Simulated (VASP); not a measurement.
# Ni: single point with PBE

System: Ni, a wire with vacuum.

```
Ni
1.0
    14.30000    0.00000    0.00000
     0.00000   12.80000    0.00000
     0.00000    0.00000    3.51848
Ni
8
Direct
  0.31546 0.50000 0.00000
  0.56151 0.50000 0.00000
  0.56151 0.36256 0.50000
  0.56151 0.63744 0.50000
  0.43849 0.50000 0.50000
  0.68454 0.50000 0.50000
  0.43849 0.36256 0.00000
  0.43849 0.63744 0.00000
```

| Property | Result |
| --- | --- |
| Program | VASP 6.6.1 |
| Task | single point |
| Functional | PBE |
| Potentials or basis | VASP PAW PBE potentials, release 64 (Ni) |
| Cutoff | 520 eV |
| k mesh | 1 × 1 × 15 |
| Occupations | gaussian, width 0.05 eV |
| Spin | collinear spin, ferromagnetic start |
| Starting moments | [0.75, 0.75, 0.75, 0.75, 0.75, 0.75, 0.75, 0.75] μB |

```json
{"Largest force": "1.249 eV/Å", "Net moment": "6.39 μB per cell", "Site moments": "Ni +0.88, +0.68, +0.83 (each value once) μB", "Valence electrons inside the program's atomic spheres": "Ni 8.95, 9.19, 9.03 (each value once)"}
```

Forces in eV/Å, atoms in the order of the input:
```
Ni   1.249  0.000  0.000
Ni   0.299  0.000  0.000
Ni  -0.321  0.850  0.000
Ni  -0.321 -0.850  0.000
Ni  -0.299  0.000  0.000
Ni  -1.249  0.000  0.000
Ni   0.321  0.850  0.000
Ni   0.321 -0.850  0.000
```

Levels at points of the mesh, in eV from the Fermi level:
Spin up:
| k point | band 39 | band 40 | band 41 | band 42 | band 43 | band 44 | band 45 | band 46 | band 47 | band 48 |
| --- | --- | --- | --- | --- | --- | --- | --- | --- | --- | --- |
| (0.00, 0.00, 0.00) | -0.80 | -0.79 | -0.74 | -0.62 | -0.56 | -0.40 | 0.44 | 0.58 | 1.81 | 2.54 |
Spin down:
| k point | band 33 | band 34 | band 35 | band 36 | band 37 | band 38 | band 39 | band 40 | band 41 | band 42 |
| --- | --- | --- | --- | --- | --- | --- | --- | --- | --- | --- |
| (0.00, 0.00, 0.00) | -0.15 | -0.10 | -0.08 | -0.03 | 0.00 | 0.03 | 0.06 | 0.10 | 0.12 | 0.26 |

Run time: 29 min on 1 thread of Oxide Virtual Turin-like Processor, on a shared host, peak memory 1 GiB.
